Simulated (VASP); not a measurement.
Wanted: the native input for a VASP 6.6.1 run.

| Item | Value |
| --- | --- |
| Task | electric field gradients |
| Functional | LDA |
| Potentials or basis | VASP PAW LDA potentials, release 64 (Bi_d, Br, O) |
| Cutoff | 520 eV |
| k mesh | 8 × 8 × 4 |
| Occupations | gaussian, width 0.01 eV |
| Spin | no spin polarisation |
| Dipole correction | no |
| Further INCAR settings | ALGO = Normal; EDIFF = 1e-08; NBANDS = 37 |

The structure of BiBrO lies in POSCAR:

```
BiBrO
1.0
    3.8828637203      0.0000000000      0.0000000000
    0.0000000000      3.8828637203      0.0000000000
    0.0000000000      0.0000000000      7.8859125154
Bi Br O
2 2 2
Direct
    0.0000000000      0.5000000000      0.1575804512
    0.5000000000      0.0000000000      0.8424195488
    0.0000000000      0.5000000000      0.6516935747
    0.5000000000      0.0000000000      0.3483064253
    0.0000000000      0.0000000000      0.0000000000
    0.5000000000      0.5000000000      0.0000000000
```

These files were run (other wordings do the same):

INCAR

```
SYSTEM = BiBrO
ALGO = Normal
EDIFF = 1E-8
ENCUT = 520
ISIF = 2
ISMEAR = 0
LASPH = .TRUE.
LCHARG = .FALSE.
LEFG = .TRUE.
LREAL = .FALSE.
LWAVE = .FALSE.
NBANDS = 37
NELM = 80
PREC = Accurate
SIGMA = 0.01
```

KPOINTS

```
k-points
0
G
  8 8 4
  0 0 0
```

Potentials or basis: VASP PAW LDA potentials, release 64 (Bi_d, Br, O).

Launch:

```sh
$ cat potpaw_LDA.64/Bi_d/POTCAR potpaw_LDA.64/Br/POTCAR potpaw_LDA.64/O/POTCAR > POTCAR
$ mpirun -np 1 vasp_std > vasp.out
```

Results of the run:

```
Pressure                                : 0.3 GPa
Largest force                           : 0.079 eV/Å
Band gap on the k mesh                  : 2.02 eV (least direct gap 2.24 eV)
Largest electric field gradient by atom : Bi -89.8; Br -54.2; O -4.5 V/Å²
```

Caveat: without QUAD_EFG the Cq values of the log hold for a quadrupole moment of 1 mb, not for the nuclei; spin-orbit coupling is left out, which moves the levels of the heavy elements.

It took 2.9 min on 1 thread of AMD EPYC 7R13 Processor (Zen 3), with other jobs on the host, peak memory 0.26 GiB.
